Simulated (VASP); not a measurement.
Set up this calculation in VASP 6.6.1, as the native input.

```yaml
Task: single point
Functional: LDA
Potentials_or_basis: VASP PAW LDA potentials, release 64 (In_d, P)
Cutoff: 520 eV
k_mesh: 8 × 8 × 8
Occupations: fermi-dirac, width 0.05 eV
Spin: non-collinear spin, zero start, spin-orbit coupling
Starting_moments: "[[0.0, 0.0, 0.0], [0.0, 0.0, 0.0]] μB"
Dipole_correction: no
Further_INCAR_settings: ALGO = Normal; EDIFF = 1e-06; NBANDS = 30
```

The structure of InP lies in POSCAR:

```
InP
1.0
    0.0000000000      2.9305000000      2.9305000000
    2.9305000000      0.0000000000      2.9305000000
    2.9305000000      2.9305000000      0.0000000000
In P
1 1
Direct
    0.0000000000      0.0000000000      0.0000000000
    0.7500000000      0.7500000000      0.7500000000
```

The input as run:

INCAR

```
PREC     = Accurate       # precision mode
ENCUT    = 520            # plane-wave cutoff, eV
EDIFF    = 1E-6           # SCF threshold, eV
ISMEAR   = -1             # smearing method
SIGMA    = 0.05           # smearing width, eV
LREAL    = False          # projectors in reciprocal space
LASPH    = True           # aspherical terms in the spheres
NELM     = 150            # most SCF steps
ALGO     = Normal         # electronic algorithm
ISIF     = 2              # what is computed and relaxed
LWAVE    = False          # write WAVECAR
LCHARG   = False          # write CHGCAR
MAGMOM   = 0 0 0 0 0 0    # initial moments
LORBIT   = 11             # projections on sites
LSORBIT  = True           # spin-orbit coupling
GGA_COMPAT= False        
LORBMOM  = True         
NBANDS   = 30             # bands
```

KPOINTS

```
Automatic mesh
0
Gamma
  8 8 8
```

Potentials or basis: VASP PAW LDA potentials, release 64 (In_d, P).

The run is started by

```bash
$ cat potpaw_LDA.64/In_d/POTCAR potpaw_LDA.64/P/POTCAR > POTCAR
$ mpirun -np 1 vasp_ncl > vasp.out
```

It gave:

The pressure is -1.2 GPa, the net moment is 0.00 μB per cell and the valence electrons inside the program's atomic spheres are In 11.53; P 2.52.

Wall time 84 s on 1 thread of AMD EPYC 9R45 96-Core Processor (Zen 5), with other jobs on the host, peak memory 0.26 GiB.
